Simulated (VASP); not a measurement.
# AlCo (P4/mmm) in VASP: a series of runs

AlCo is run at these levels: PBE; tasks: single point.

All numbers are computed with VASP 6.6.1; they aren't measurements. Logs are shortened: lines on timing, memory, paths and dates and some standing lists are left out, and cuts for length are marked.

**1. The cell of the first run**

Symmetry: P4/mmm, No. 123, tetragonal system. The conventional cell has a = 3.201 Å, b = 3.201 Å, c = 2.263 Å, α = 90.00°, β = 90.00°, γ = 90.00°. Al (site symmetry 4/mmm) has 2 Al at 2.26 Å and 8 Co at 2.53 Å within 3.0 Å. Within 3.0 Å of Co (site symmetry 4/mmm) lie 2 Co at 2.26 Å and 8 Al at 2.53 Å.

**2. Single point, PBE**

INCAR reads:

```
PREC = Accurate
ENCUT = 520
EDIFF = 1E-7
ISMEAR = 0
SIGMA = 0.15
LREAL = False
LASPH = True
NELM = 80
ALGO = Fast
ISIF = 2
LWAVE = False
LCHARG = True
GGA = PE
LELF = True
LVHAR = True
NBANDS = 13
```

KPOINTS reads:

```
Automatic mesh
0
Gamma
  24 24 24
```

POSCAR reads:

```
AlCo
1.0
    3.2013133731      0.0000000000      0.0000000000
    0.0000000000      3.2013133731      0.0000000000
    0.0000000000      0.0000000000      2.2633285548
Al Co
1 1
Direct
    0.0000000000      0.0000000000      0.0000000000
    0.5000000000      0.5000000000      0.5000000000
```

Potentials or basis: VASP PAW PBE potentials, release 64 (Al, Co).

The run is started by

```sh
> cat potpaw_PBE.64/Al/POTCAR potpaw_PBE.64/Co/POTCAR > POTCAR
> mpirun -np 1 vasp_std > vasp.out
```

OUTCAR:

```text
PREC = Accurate
   ENCUT = 520
   EDIFF = 1E-7
   ISMEAR = 0
   LREAL = False
   LASPH = True
   NELM = 80
   ISIF = 2
   GGA = PE

 ion  position               nearest neighbor table
   1  0.000  0.000  0.000-   2 2.53   2 2.53   2 2.53   2 2.53   2 2.53   2 2.53   2 2.53   2 2.53

   2  0.500  0.500  0.500-   1 2.53   1 2.53   1 2.53   1 2.53   1 2.53   1 2.53   1 2.53   1 2.53

  LATTYP: Found a simple tetragonal cell.
 ALAT       =     3.2013133731
 C/A-ratio  =     0.7070000000

  Lattice vectors:

 A1 = (   3.2013133731,   0.0000000000,   0.0000000000)
 A2 = (   0.0000000000,   3.2013133731,   0.0000000000)
 A3 = (   0.0000000000,   0.0000000000,   2.2633285548)

Analysis of symmetry for initial positions (statically):
=====================================================================
 Subroutine PRICEL returns:
 Original cell was already a primitive cell.

 Routine SETGRP: Setting up the symmetry group for a
 simple tetragonal supercell.

 Subroutine GETGRP returns: Found 16 space group operations
 (whereof 16 operations were pure point group operations)
 out of a pool of 16 trial point group operations.

The static configuration has the point symmetry D_4h.

Analysis of symmetry for dynamics (positions and initial velocities):
=====================================================================
 Subroutine PRICEL returns:
 Original cell was already a primitive cell.

 Routine SETGRP: Setting up the symmetry group for a
 simple tetragonal supercell.

 Subroutine GETGRP returns: Found 16 space group operations
 (whereof 16 operations were pure point group operations)
 out of a pool of 16 trial point group operations.

The dynamic configuration has the point symmetry D_4h.

 Subroutine INISYM returns: Found 16 space group operations
 (whereof 16 operations are pure point group operations),
 and found     1 'primitive' translations

----------------------------------------------------------------------------------------

                                     Primitive cell

  volume of cell :      23.1955

  direct lattice vectors                    reciprocal lattice vectors
     3.201313373  0.000000000  0.000000000     0.312371794  0.000000000  0.000000000
     0.000000000  3.201313373  0.000000000     0.000000000  0.312371794  0.000000000
     0.000000000  0.000000000  2.263328555     0.000000000  0.000000000  0.441827148

  length of vectors
     3.201313373  3.201313373  2.263328555     0.312371794  0.312371794  0.441827148

  position of ions in fractional coordinates (direct lattice)
     0.000000000  0.000000000  0.000000000
     0.500000000  0.500000000  0.500000000

  ion indices of the primitive-cell ions
   primitive index   ion index
                 1           1
                 2           2

----------------------------------------------------------------------------------------

 KPOINTS: Automatic mesh

Automatic generation of k-mesh.
 Grid dimensions read from file:
 generate k-points for:   24   24   24

 Generating k-lattice:

  Cartesian coordinates                     Fractional coordinates (reciprocal lattice)
     0.013015491  0.000000000  0.000000000     0.041666667  0.000000000  0.000000000
     0.000000000  0.013015491  0.000000000     0.000000000  0.041666667  0.000000000
     0.000000000  0.000000000  0.018409464     0.000000000  0.000000000  0.041666667

  Length of vectors
     0.013015491  0.013015491  0.018409464

  Shift w.r.t. Gamma in fractional coordinates (k-lattice)
     0.000000000  0.000000000  0.000000000

 Subroutine IBZKPT returns following result:
 ===========================================

 Found   1183 irreducible k-points:

 Following reciprocal coordinates:
            Coordinates               Weight
  0.000000  0.000000  0.000000      1.000000
  0.041667  0.000000  0.000000      4.000000
  0.083333  0.000000  0.000000      4.000000
  0.125000  0.000000  0.000000      4.000000
  0.166667  0.000000  0.000000      4.000000
  0.208333  0.000000  0.000000      4.000000
[... 16 lines left out ...]
  0.416667  0.041667  0.000000      8.000000
  0.458333  0.041667  0.000000      8.000000
 [... further k-points ...]
   k-points           NKPTS =   1183   k-points in BZ     NKDIM =   1183   number of bands    NBANDS=     13
   number of dos      NEDOS =    301   number of ions     NIONS =      2
   total plane-waves  NPLWV =  10368
   dimension x,y,z NGX =    24 NGY =   24 NGZ =   18
   dimension x,y,z NGXF=    48 NGYF=   48 NGZF=   36
   ions per type =               1   1
   NGX,Y,Z   is equivalent  to a cutoff of  12.46, 12.46, 13.22 a.u.
   NGXF,Y,Z  is equivalent  to a cutoff of  24.93, 24.93, 26.44 a.u.
 SYSTEM =  unknown system
   PREC   = accura    normal or accurate (medium, high low for compatibility)
   ISTART =      0    job   : 0-new  1-cont  2-samecut
   ICHARG =      2    charge: 1-file 2-atom 10-const
   ISPIN  =      1    spin polarized calculation?
   LNONCOLLINEAR =      F non collinear calculations
   LSORBIT =      F    spin-orbit coupling
   LASPH  =      T    aspherical Exc in radial PAW
   ENCUT  =  520.0 eV  38.22 Ry    6.18 a.u.   5.95  5.95  4.21*2*pi/ulx,y,z
   NELM   =     80;   NELMIN=  2; NELMDL= -5     # of ELM steps
   EDIFF  = 0.1E-06   stopping-criterion for ELM
   LREAL  =      F    real-space projection
   EDIFFG = 0.1E-05   stopping-criterion for IOM
   NSW    =      0    number of steps for IOM
   IBRION =     -1    ionic relax: 0-MD 1-quasi-New 2-CG
   NFREE  =      0    steps in history (QN), initial steepest desc. (CG)
   ISIF   =      2    stress and relaxation
   ISYM   =      2    0-nonsym 1-usesym 2-fastsym
   POTIM  = 0.5000    time-step for ionic-motion
   TEBEG  =    0.0;   TEEND  =   0.0 temperature during run
   PSTRESS=    0.0 pullay stress
   NELECT =      12.0000    total number of electrons
   NUPDOWN=      -1.0000    fix difference up-down
   EMIN   =  10.00;   EMAX   =-10.00  energy-range for DOS
   EFERMI =   0.00;   METHOD = LEGACY
   ISMEAR =     0;   SIGMA  =   0.15  broadening in eV -4-tet -1-fermi 0-gaus
   EFERMI_NEDOS =   21; number of points for ismear=-14 and -15
   IALGO  =     68    algorithm
   IMIX   =      4    mixing-type and parameters
     AMIX     =   0.40;   BMIX     =  1.00
     AMIX_MAG =   1.60;   BMIX_MAG =  1.00
  volume/ion in A,a.u.               =      11.60        78.27
  Fermi-wavevector in a.u.,A,eV,Ry     =   1.314218  2.483511 23.499543  1.727168
  Thomas-Fermi vector in A             =   2.444486
   LORBIT       =      0    0 simple, 1 ext, 2 COOP (PROOUT), +10 PAW based schemes
   GGA     = PE    functional components
   LHFCALC =     F    Hartree Fock is set to
   AEXX    =    0.0000 exact exchange contribution
   IVDW    =     0    specifies the selected vdW correction
   LEPSILON=     F    determine dielectric tensor
   LRPA    =     F    only Hartree local field effects (RPA)
 non-spin polarized calculation
 RMM-DIIS sequential band-by-band and
 Gauss-broadening in eV      SIGMA  =   0.15
  energy-cutoff  :      520.00
  volume of cell :       23.20
 maximum number of plane-waves:       640
 NGX is ok and might be reduce to    24
   NGX = 11   NGY = 11   NGZ =  9

 number of electron      11.9999988 magnetization

 Free energy of the ion-electron system (eV)
  ---------------------------------------------------
  ext. energy  EPLUGINS =         0.00000000
  ---------------------------------------------------
  free energy    TOTEN  =       -10.57571808 eV

  energy without entropy =      -10.53866519  energy(sigma->0) =      -10.55719163

 E-fermi :  10.4432     XC(G=0): -12.2317

 val. band max:       10.4428972843   @ k =   0.5000   0.2917   0.3333
 cond. band min:      10.4433944297   @ k =   0.3333   0.2500   0.0000
 fundamental gap:      0.0004971454
 Fermi energy:        10.4432482293

 k-point     1 :       0.0000    0.0000    0.0000
  band No.  band energies     occupation
      1      -0.5966      2.00000
      2       7.1837      2.00000
      3       7.4445      2.00000
      4       9.0577      2.00000
      5      10.5418      0.35295
      6      10.5418      0.35295
      7      12.6668      0.00000
      8      12.6668      0.00000
      9      16.8463      0.00000
     10      17.7795      0.00000
     11      27.1491      0.00000
     12      27.2681      0.00000
     13      28.0692      0.00000

 k-point     2 :       0.0417    0.0000    0.0000
  band No.  band energies     occupation
      1      -0.5709      2.00000
      2       7.1809      2.00000
      3       7.4344      2.00000
      4       9.0322      2.00000
      5      10.5393      0.36523
      6      10.5422      0.35109
      7      12.4911      0.00000
      8      12.7187      0.00000
      9      16.9651      0.00000
     10      17.8848      0.00000
     11      26.4873      0.00000
     12      27.2933      0.00000
     13      27.7313      0.00000

 k-point     3 :       0.0833    0.0000    0.0000
  band No.  band energies     occupation
      1      -0.4936      2.00000
      2       7.1654      2.00000
      3       7.4067      2.00000
      4       8.9605      2.00000
      5      10.5320      0.40274
      6      10.5433      0.34568
      7      12.0570      0.00000
      8      12.8694      0.00000
      9      17.1381      0.00000
     10      18.2946      0.00000
     11      25.5466      0.00000
     12      27.1316      0.00000
     13      27.3701      0.00000
[... 305 lines left out ...]
 k-point    23 :       0.4167    0.0417    0.0000
  band No.  band energies     occupation
      1       1.8428      2.00000
      2       4.2667      2.00000
      3       7.4605      2.00000
      4       8.0805      2.00000
      5       9.9028      2.00000
      6      10.4082      1.25912
      7      10.5601      0.27071
      8      15.7566      0.00000
      9      17.0564      0.00000
     10      19.0170      0.00000
     11      23.6538      0.00000
     12      25.8550      0.00000
     13      29.6879      0.00000

 k-point    24 :       0.4583    0.0417    0.0000
  band No.  band energies     occupation
      1       2.2450      2.00000
      2       3.7845      2.00000
      3       7.4696      2.00000
      4       8.0449      2.00000
      5       9.8984      2.00000
      6      10.4011      1.30863
      7      10.5612      0.26616
      8      16.1435      0.00000
      9      16.9817      0.00000
     10      18.5880      0.00000
     11      23.5242      0.00000
     12      26.3742      0.00000
     13      30.1509      0.00000

 [... further k-points ...]
[... 5 lines left out ...]
  --------------------------------------------------------------------------------------
  -------------------------------------------------------------------------------------
  Total       -1.5172561     -1.5172561     11.6603299      0.0000000      0.0000000      0.0000000
  in kB     -104.8010138   -104.8010138    805.4107839      0.0000000      0.0000000      0.0000000
  external PRESSURE =     198.6029188 kB  Pullay stress =       0.0000000 kB

 VOLUME and BASIS-vectors are now :
 -----------------------------------------------------------------------------
  energy-cutoff  :      520.00
  volume of cell :       23.20
      direct lattice vectors                 reciprocal lattice vectors
     3.201313373  0.000000000  0.000000000     0.312371794  0.000000000  0.000000000
     0.000000000  3.201313373  0.000000000     0.000000000  0.312371794  0.000000000
     0.000000000  0.000000000  2.263328555     0.000000000  0.000000000  0.441827148

 POSITION                                       TOTAL-FORCE (eV/Angst)
 -----------------------------------------------------------------------------------
      0.00000      0.00000      0.00000         0.000000      0.000000      0.000000
      1.60066      1.60066      1.13166         0.000000      0.000000      0.000000
 -----------------------------------------------------------------------------------
    total drift:                                0.000000     -0.000000     -0.000000

  FREE ENERGIE OF THE ION-ELECTRON SYSTEM (eV)
  ---------------------------------------------------
  free  energy   TOTEN  =       -10.5757180764 eV

  energy  without entropy=      -10.5386651932  energy(sigma->0) =      -10.55719163
```

It took 2.9 min on 1 thread of Intel Xeon Platinum 8559C (Emerald Rapids), shared host; peak memory 0.47 GiB.

Results:

- Free energy: -10.5757 eV
- Pressure: 19.9 GPa
- Band gap on the k mesh: zero (bands 6 and 7 overlap by 3.31 eV)

Caveat: the stress differs along the axes, from -10 to 81 GPa; the run has no spin polarisation, though such a crystal can be magnetic.

(Part 1 of 2 ends here.)
